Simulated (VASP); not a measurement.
# Ta2C (P-3m1) in VASP: a series of runs

The runs below take Ta2C through single point, with r2SCAN.

Program: VASP 6.6.1. These are calculated values, not measurements. Logs are shortened: lines on timing, memory, paths and dates and some standing lists are left out, and cuts for length are marked.

## 1. The cell of the first run

Symmetry: P-3m1, No. 164, trigonal system. The conventional cell has a = 3.118 Å, b = 3.118 Å, c = 4.954 Å, α = 90.00°, β = 90.00°, γ = 120.00°. Within 2.9 Å of Ta (site symmetry 3m) lie 3 C at 2.19 Å. C (site symmetry -3m) has 6 Ta at 2.19 Å within 2.9 Å.

## 2. Single point, r2SCAN

POSCAR reads:

```
Ta2C
1.0
    3.1180520750      0.0000000000      0.0000000000
   -1.5590260375      2.7003123073      0.0000000000
    0.0000000000      0.0000000000      4.9544118281
Ta C
2 1
Direct
    0.3333333333      0.6666666667      0.2531252042
    0.6666666667      0.3333333333      0.7468747958
    0.0000000000      0.0000000000      0.0000000000
```

INCAR.step1 reads:

```
SYSTEM = Ta2C
  ALGO = Normal
  EDIFF = 1E-4
  ENCUT = 520
  GGA = PE
  ISMEAR = 0
  LASPH = .TRUE.
  LCHARG = .FALSE.
  LREAL = .FALSE.
  LWAVE = .TRUE.
  NBANDS = 20
  NELM = 80
  PREC = Accurate
  SIGMA = 0.1
```

INCAR.step2 reads:

```
SYSTEM = Ta2C
  ALGO = Normal
  EDIFF = 1E-7
  ENCUT = 520
  ISIF = 2
  ISMEAR = 0
  ISTART = 1
  LASPH = .TRUE.
  LCHARG = .FALSE.
  LMIXTAU = .TRUE.
  LREAL = .FALSE.
  LWAVE = .FALSE.
  METAGGA = R2SCAN
  NBANDS = 20
  NELM = 80
  PREC = Accurate
  SIGMA = 0.1
```

KPOINTS reads:

```
k-points
0
G
  18 18 8
  0 0 0
```

Potentials or basis: VASP PAW PBE potentials, release 64 (Ta_pv, C).

Run with:

```console
cat potpaw_PBE.64/Ta_pv/POTCAR potpaw_PBE.64/C/POTCAR > POTCAR
cp INCAR.step1 INCAR
mpirun -np 1 vasp_std > vasp.out
cp INCAR.step2 INCAR
mpirun -np 1 vasp_std > vasp.out
```

OUTCAR:

```text
SYSTEM = Ta2C
   EDIFF = 1E-7
   ENCUT = 520
   ISIF = 2
   ISMEAR = 0
   ISTART = 1
   LASPH = .TRUE.
   LREAL = .FALSE.
   METAGGA = R2SCAN
   NELM = 80
   PREC = Accurate

 ion  position               nearest neighbor table
   1  0.333  0.667  0.253-   3 2.19   3 2.19   3 2.19   2 3.04   2 3.04   2 3.04   2 3.09   2 3.09
                             2 3.09
   2  0.667  0.333  0.747-   3 2.19   3 2.19   3 2.19   1 3.04   1 3.04   1 3.04   1 3.09   1 3.09
                             1 3.09
   3  0.000  0.000  0.000-   1 2.19   2 2.19   2 2.19   1 2.19   2 2.19   1 2.19

  LATTYP: Found a hexagonal cell.
 ALAT       =     3.1180520750
 C/A-ratio  =     1.5889445426

  Lattice vectors:

 A1 = (   3.1180520750,   0.0000000000,   0.0000000000)
 A2 = (  -1.5590260375,   2.7003123073,   0.0000000000)
 A3 = (   0.0000000000,   0.0000000000,   4.9544118281)

Analysis of symmetry for initial positions (statically):
=====================================================================
 Subroutine PRICEL returns:
 Original cell was already a primitive cell.

 Routine SETGRP: Setting up the symmetry group for a
 hexagonal supercell.

 Subroutine GETGRP returns: Found 12 space group operations
 (whereof 12 operations were pure point group operations)
 out of a pool of 24 trial point group operations.

The static configuration has the point symmetry D_3d.

Analysis of symmetry for dynamics (positions and initial velocities):
=====================================================================
 Subroutine PRICEL returns:
 Original cell was already a primitive cell.

 Routine SETGRP: Setting up the symmetry group for a
 hexagonal supercell.

 Subroutine GETGRP returns: Found 12 space group operations
 (whereof 12 operations were pure point group operations)
 out of a pool of 24 trial point group operations.

The dynamic configuration has the point symmetry D_3d.

 Subroutine INISYM returns: Found 12 space group operations
 (whereof 12 operations are pure point group operations),
 and found     1 'primitive' translations

----------------------------------------------------------------------------------------

                                     Primitive cell

  volume of cell :      41.7147

  direct lattice vectors                    reciprocal lattice vectors
     3.118052075  0.000000000  0.000000000     0.320713053  0.185163767  0.000000000
    -1.559026038  2.700312307  0.000000000     0.000000000  0.370327535  0.000000000
     0.000000000  0.000000000  4.954411828     0.000000000  0.000000000  0.201840306

  length of vectors
     3.118052075  3.118052075  4.954411828     0.370327535  0.370327535  0.201840306

  position of ions in fractional coordinates (direct lattice)
     0.333333333  0.666666667  0.253125204
     0.666666667  0.333333333  0.746874796
     0.000000000  0.000000000  0.000000000

  ion indices of the primitive-cell ions
   primitive index   ion index
                 1           1
                 2           2
                 3           3

----------------------------------------------------------------------------------------

 KPOINTS: k-points

Automatic generation of k-mesh.
 Grid dimensions read from file:
 generate k-points for:   18   18    8

 Generating k-lattice:

  Cartesian coordinates                     Fractional coordinates (reciprocal lattice)
     0.017817392  0.010286876  0.000000000     0.055555556  0.000000000  0.000000000
     0.000000000  0.020573752  0.000000000     0.000000000  0.055555556  0.000000000
     0.000000000  0.000000000  0.025230038     0.000000000  0.000000000  0.125000000

  Length of vectors
     0.020573752  0.020573752  0.025230038

  Shift w.r.t. Gamma in fractional coordinates (k-lattice)
     0.000000000  0.000000000  0.000000000

 Subroutine IBZKPT returns following result:
 ===========================================

 Found    266 irreducible k-points:

 Following reciprocal coordinates:
            Coordinates               Weight
  0.000000  0.000000  0.000000      1.000000
  0.055556  0.000000  0.000000      6.000000
  0.111111  0.000000  0.000000      6.000000
  0.166667 -0.000000  0.000000      6.000000
  0.222222 -0.000000  0.000000      6.000000
  0.277778  0.000000  0.000000      6.000000
[... 16 lines left out ...]
  0.333333  0.111111  0.000000     12.000000
  0.388889  0.111111  0.000000     12.000000
 [... further k-points ...]
   k-points           NKPTS =    266   k-points in BZ     NKDIM =    266   number of bands    NBANDS=     20
   number of dos      NEDOS =    301   number of ions     NIONS =      3
   total plane-waves  NPLWV =  23040
   dimension x,y,z NGX =    24 NGY =   24 NGZ =   40
   dimension x,y,z NGXF=    48 NGYF=   48 NGZF=   80
   ions per type =               2   1
   NGX,Y,Z   is equivalent  to a cutoff of  12.80, 12.80, 13.42 a.u.
   NGXF,Y,Z  is equivalent  to a cutoff of  25.59, 25.59, 26.84 a.u.
 SYSTEM =  Ta2C
   PREC   = accura    normal or accurate (medium, high low for compatibility)
   ISTART =      1    job   : 0-new  1-cont  2-samecut
   ICHARG =      0    charge: 1-file 2-atom 10-const
   ISPIN  =      1    spin polarized calculation?
   LNONCOLLINEAR =      F non collinear calculations
   LSORBIT =      F    spin-orbit coupling
   LASPH  =      T    aspherical Exc in radial PAW
   ENCUT  =  520.0 eV  38.22 Ry    6.18 a.u.   5.80  5.80  9.21*2*pi/ulx,y,z
   NELM   =     80;   NELMIN=  2; NELMDL=  0     # of ELM steps
   EDIFF  = 0.1E-06   stopping-criterion for ELM
   LREAL  =      F    real-space projection
   EDIFFG = 0.1E-05   stopping-criterion for IOM
   NSW    =      0    number of steps for IOM
   IBRION =     -1    ionic relax: 0-MD 1-quasi-New 2-CG
   NFREE  =      0    steps in history (QN), initial steepest desc. (CG)
   ISIF   =      2    stress and relaxation
   ISYM   =      2    0-nonsym 1-usesym 2-fastsym
   POTIM  = 0.5000    time-step for ionic-motion
   TEBEG  =    0.0;   TEEND  =   0.0 temperature during run
   PSTRESS=    0.0 pullay stress
   NELECT =      26.0000    total number of electrons
   NUPDOWN=      -1.0000    fix difference up-down
   EMIN   =  10.00;   EMAX   =-10.00  energy-range for DOS
   EFERMI =   0.00;   METHOD = LEGACY
   ISMEAR =     0;   SIGMA  =   0.10  broadening in eV -4-tet -1-fermi 0-gaus
   EFERMI_NEDOS =   21; number of points for ismear=-14 and -15
   IALGO  =     38    algorithm
   IMIX   =      4    mixing-type and parameters
     AMIX     =   0.40;   BMIX     =  1.00
     AMIX_MAG =   1.60;   BMIX_MAG =  1.00
  volume/ion in A,a.u.               =      13.90        93.83
  Fermi-wavevector in a.u.,A,eV,Ry     =   1.398415  2.642621 26.607077  1.955565
  Thomas-Fermi vector in A             =   2.521575
   LORBIT       =      0    0 simple, 1 ext, 2 COOP (PROOUT), +10 PAW based schemes
   METAGGA = R2SCAN    functional components
   LHFCALC =     F    Hartree Fock is set to
   AEXX    =    0.0000 exact exchange contribution
   IVDW    =     0    specifies the selected vdW correction
   LEPSILON=     F    determine dielectric tensor
   LRPA    =     F    only Hartree local field effects (RPA)
 non-spin polarized calculation
 Gauss-broadening in eV      SIGMA  =   0.10
  energy-cutoff  :      520.00
  volume of cell :       41.71
 maximum number of plane-waves:      1140
   NGX = 11   NGY = 11   NGZ = 19

 number of electron      25.9999998 magnetization

 Free energy of the ion-electron system (eV)
  ---------------------------------------------------
  ext. energy  EPLUGINS =         0.00000000
  ---------------------------------------------------
  free energy    TOTEN  =      -109.16612751 eV

  energy without entropy =     -109.16258335  energy(sigma->0) =     -109.16435543

 E-fermi :   6.5092     XC(G=0): -13.8102

 val. band max:        6.5021592796   @ k =   0.0556   0.0556   0.5000
 cond. band min:       6.5108745899   @ k =   0.4444   0.1111   0.5000
 fundamental gap:      0.0087153102
 Fermi energy:         6.5091928557

 k-point     1 :       0.0000    0.0000    0.0000
  band No.  band energies     occupation
      1     -29.7295      2.00000
      2     -29.0451      2.00000
      3     -29.0451      2.00000
      4     -28.9334      2.00000
      5     -28.9334      2.00000
      6     -28.8444      2.00000
[... 12 lines left out ...]
     19       9.3815      0.00000
     20      14.1555      0.00000

 k-point     2 :       0.0556    0.0000    0.0000
  band No.  band energies     occupation
      1     -29.7209      2.00000
      2     -29.0638      2.00000
      3     -29.0518      2.00000
      4     -28.9517      2.00000
      5     -28.9350      2.00000
      6     -28.8475      2.00000
[... 12 lines left out ...]
     19       9.7705      0.00000
     20      14.2459      0.00000

 k-point     3 :       0.1111    0.0000    0.0000
  band No.  band energies     occupation
      1     -29.6957      2.00000
      2     -29.1172      2.00000
      3     -29.0702      2.00000
      4     -29.0038      2.00000
      5     -28.9402      2.00000
      6     -28.8570      2.00000
[... 12 lines left out ...]
     19      10.5914      0.00000
     20      14.2550      0.00000

 k-point     4 :       0.1667   -0.0000    0.0000
  band No.  band energies     occupation
      1     -29.6556      2.00000
      2     -29.1988      2.00000
      3     -29.0973      2.00000
      4     -29.0818      2.00000
      5     -28.9494      2.00000
      6     -28.8734      2.00000
[... 12 lines left out ...]
     19      11.5032      0.00000
     20      14.0149      0.00000

 k-point     5 :       0.2222   -0.0000    0.0000
  band No.  band energies     occupation
      1     -29.6032      2.00000
      2     -29.2985      2.00000
      3     -29.1745      2.00000
      4     -29.1290      2.00000
      5     -28.9619      2.00000
      6     -28.8970      2.00000
[... 12 lines left out ...]
     19      12.3751      0.00000
     20      13.7109      0.00000

 k-point     6 :       0.2778    0.0000    0.0000
  band No.  band energies     occupation
      1     -29.5433      2.00000
      2     -29.4028      2.00000
      3     -29.2701      2.00000
      4     -29.1615      2.00000
      5     -28.9762      2.00000
      6     -28.9276      2.00000
[... 12 lines left out ...]
     19      13.0583      0.00000
     20      13.5490      0.00000

 k-point     7 :       0.3333   -0.0000    0.0000
  band No.  band energies     occupation
      1     -29.5156      2.00000
      2     -29.4638      2.00000
      3     -29.3572      2.00000
      4     -29.1911      2.00000
      5     -28.9904      2.00000
      6     -28.9642      2.00000
[... 12 lines left out ...]
     19      13.0773      0.00000
     20      13.6145      0.00000
[... 277 lines left out ...]
 k-point    20 :       0.1667    0.1111    0.0000
  band No.  band energies     occupation
      1     -29.5817      2.00000
      2     -29.3019      2.00000
      3     -29.2576      2.00000
      4     -29.1036      2.00000
      5     -28.9934      2.00000
      6     -28.9071      2.00000
[... 12 lines left out ...]
     19      12.3994      0.00000
     20      13.7337      0.00000

 k-point    21 :       0.2222    0.1111    0.0000
  band No.  band energies     occupation
      1     -29.5237      2.00000
      2     -29.3988      2.00000
      3     -29.3226      2.00000
      4     -29.1521      2.00000
      5     -29.0141      2.00000
      6     -28.9380      2.00000
[... 12 lines left out ...]
     19      12.8689      0.00000
     20      13.6107      0.00000

 k-point    22 :       0.2778    0.1111    0.0000
  band No.  band energies     occupation
      1     -29.5048      2.00000
      2     -29.4471      2.00000
      3     -29.3796      2.00000
      4     -29.1993      2.00000
      5     -29.0327      2.00000
      6     -28.9749      2.00000
[... 12 lines left out ...]
     19      12.9857      0.00000
     20      13.2991      0.00000

 k-point    23 :       0.3333    0.1111    0.0000
  band No.  band energies     occupation
      1     -29.5731      2.00000
      2     -29.4292      2.00000
      3     -29.3880      2.00000
      4     -29.2377      2.00000
      5     -29.0477      2.00000
      6     -29.0150      2.00000
[... 12 lines left out ...]
     19      12.7191      0.00000
     20      12.9274      0.00000

 k-point    24 :       0.3889    0.1111    0.0000
  band No.  band energies     occupation
      1     -29.6206      2.00000
      2     -29.4583      2.00000
      3     -29.3398      2.00000
      4     -29.2624      2.00000
      5     -29.0579      2.00000
      6     -29.0505      2.00000
[... 12 lines left out ...]
     19      12.2649      0.00000
     20      12.6487      0.00000

 [... further k-points ...]

------------------------ aborting loop because EDIFF is reached ----------------------------------------

  FORCE on cell =-STRESS in cart. coord.  units (eV):
  Direction    XX          YY          ZZ          XY          YZ          ZX
  --------------------------------------------------------------------------------------
  -------------------------------------------------------------------------------------
  Total       -0.2936739     -0.2936739     -0.3223201      0.0000000      0.0000000      0.0000000
  in kB      -11.2794142    -11.2794142    -12.3796550      0.0000000      0.0000000      0.0000000
  external PRESSURE =     -11.6461611 kB  Pullay stress =       0.0000000 kB

 VOLUME and BASIS-vectors are now :
 -----------------------------------------------------------------------------
  energy-cutoff  :      520.00
  volume of cell :       41.71
      direct lattice vectors                 reciprocal lattice vectors
     3.118052075  0.000000000  0.000000000     0.320713053  0.185163767  0.000000000
    -1.559026038  2.700312307  0.000000000     0.000000000  0.370327535  0.000000000
     0.000000000  0.000000000  4.954411828     0.000000000  0.000000000  0.201840306

 POSITION                                       TOTAL-FORCE (eV/Angst)
 -----------------------------------------------------------------------------------
     -0.00000      1.80021      1.25409        -0.000000      0.000000      0.047463
      1.55903      0.90010      3.70033         0.000000      0.000000     -0.047463
      0.00000      0.00000      0.00000         0.000000      0.000000      0.000000
 -----------------------------------------------------------------------------------
    total drift:                               -0.000000      0.000000     -0.000000

  FREE ENERGIE OF THE ION-ELECTRON SYSTEM (eV)
  ---------------------------------------------------
  free  energy   TOTEN  =      -109.1661275052 eV

  energy  without entropy=     -109.1625833518  energy(sigma->0) =     -109.16435543
```

It took 8.6 min on 1 thread of Intel Xeon Platinum 8488C (Sapphire Rapids), shared host; peak memory 0.32 GiB.

What came out:

```yaml
Free_energy: -109.1661 eV
Pressure: -1.2 GPa
Largest_force: 0.047 eV/Å
Band_gap_on_the_k_mesh: zero (band 13 reaches 7.02 eV, above the bottom of band 14 at 6.27 eV)
```

Forces on the atoms (eV/Å):
```
Ta   0.000  0.000  0.047
Ta   0.000  0.000 -0.047
C    0.000  0.000  0.000
```

Caveat: the PAW data sets were made with another functional, which shifts forces and pressure a little; spin-orbit coupling is left out, which moves the levels of the heavy elements.

(Continued in part 2 of 2.)
